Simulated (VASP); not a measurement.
## Si12HO24 (a cell with a defect): single point with PBEsol

System: Si12HO24 (a cell with a defect).

```
Si O H
1.0
    -2.46050    4.26171    5.41630
     4.92100    0.00000    5.41630
     4.92100    8.52342    0.00000
Si O H
12 24 1
Direct
  0.15051 0.67195 0.91561
  0.29253 0.86923 0.07605
  0.25587 0.26872 0.13755
  0.18091 0.65783 0.41092
  0.31232 0.85769 0.57742
  0.26319 0.25809 0.62992
  0.70085 0.14459 0.16855
  0.83379 0.34487 0.33098
  0.75075 0.74083 0.40539
  0.69227 0.12411 0.65806
  0.84078 0.33024 0.82315
  0.73182 0.73068 0.89059
  0.27537 0.46414 0.99843
  0.21179 0.09604 0.09175
  0.75360 0.31679 0.20467
  0.46892 0.18638 0.18000
  0.07333 0.32696 0.27557
  0.83761 0.14130 0.98724
  0.30458 0.43824 0.48246
  0.21386 0.08560 0.58938
  0.75044 0.26850 0.72372
  0.45117 0.17017 0.70267
  0.07101 0.33784 0.75740
  0.78515 0.16796 0.47998
  0.79053 0.92247 0.25523
  0.71858 0.56306 0.35903
  0.23039 0.82718 0.45540
  0.94358 0.66365 0.47305
  0.55428 0.81891 0.52771
  0.24866 0.70164 0.23056
  0.78143 0.89143 0.73150
  0.70360 0.52914 0.87189
  0.15860 0.86179 0.97082
  0.91544 0.67474 0.96566
  0.52786 0.82584 0.99783
  0.24733 0.70583 0.73910
  0.96878 0.02291 0.98171
```

| Quantity | Value |
| --- | --- |
| Program | VASP 6.6.1 |
| Task | single point |
| Functional | PBEsol |
| Potentials or basis | VASP PAW PBE potentials, release 64 (Si, O, H) |
| Cutoff | 520 eV |
| k mesh | 2 × 2 × 1 |
| Occupations | gaussian, width 0.05 eV |
| Spin | no spin polarisation |

```
Largest force : 0.080 eV/Å
```

Forces on the atoms (eV/Å):
```
Si  -0.025  0.009  0.023
Si   0.000 -0.048  0.008
Si  -0.026  0.034  0.016
Si  -0.016  0.012  0.013
Si  -0.012  0.012 -0.021
Si   0.040  0.031  0.032
Si  -0.005 -0.076  0.012
Si  -0.006 -0.033 -0.004
Si   0.009  0.013 -0.004
Si   0.008  0.003  0.013
Si   0.027  0.011 -0.045
Si   0.026  0.020 -0.028
O   -0.016  0.018  0.001
O    0.022  0.001 -0.005
O    0.022  0.003  0.044
O    0.002 -0.012 -0.011
O    0.034  0.018  0.010
O    0.042 -0.016  0.016
O   -0.013 -0.010  0.012
O    0.012 -0.018 -0.022
O   -0.030 -0.022 -0.040
O   -0.011  0.019 -0.008
O   -0.023  0.023  0.037
O   -0.010 -0.010 -0.006
O   -0.041  0.044 -0.029
O    0.011 -0.013 -0.006
O   -0.004 -0.020  0.013
O   -0.002  0.017 -0.009
O    0.029 -0.007  0.008
O   -0.010 -0.004 -0.018
O   -0.020  0.017  0.010
O    0.024 -0.002 -0.010
O    0.046 -0.039 -0.014
O    0.000  0.008 -0.013
O   -0.012 -0.002  0.007
O   -0.007 -0.022  0.005
H   -0.066  0.043  0.015
```

Levels at points of the mesh, in eV from the Fermi level:
| k point | band 94 | band 95 | band 96 | band 97 | band 98 | band 99 |
| --- | --- | --- | --- | --- | --- | --- |
| (0.00, 0.00, 0.00) | -0.59 | -0.46 | -0.44 | 5.25 | 7.55 | 7.64 |
| (0.50, 0.00, 0.00) | -0.56 | -0.39 | -0.28 | 6.44 | 6.68 | 7.55 |
| (0.00, 0.50, 0.00) | -0.50 | -0.47 | -0.32 | 6.44 | 6.74 | 7.54 |
| (0.50, 0.50, 0.00) | -0.48 | -0.41 | -0.31 | 6.91 | 7.27 | 7.53 |

It took 5.1 min on 1 thread of Intel(R) Xeon(R) Platinum 8488C (Sapphire Rapids), with other jobs on the host, peak memory 0.56 GiB.

Caveat: the k points lie up to 0.70 Å⁻¹ apart; the cell carries a net charge on a neutralising background, which shifts energy and pressure; the cell is charged against a uniform background, so pressure and absolute levels hang on convention; the PAW data sets were made with another functional, which shifts forces and pressure a little.
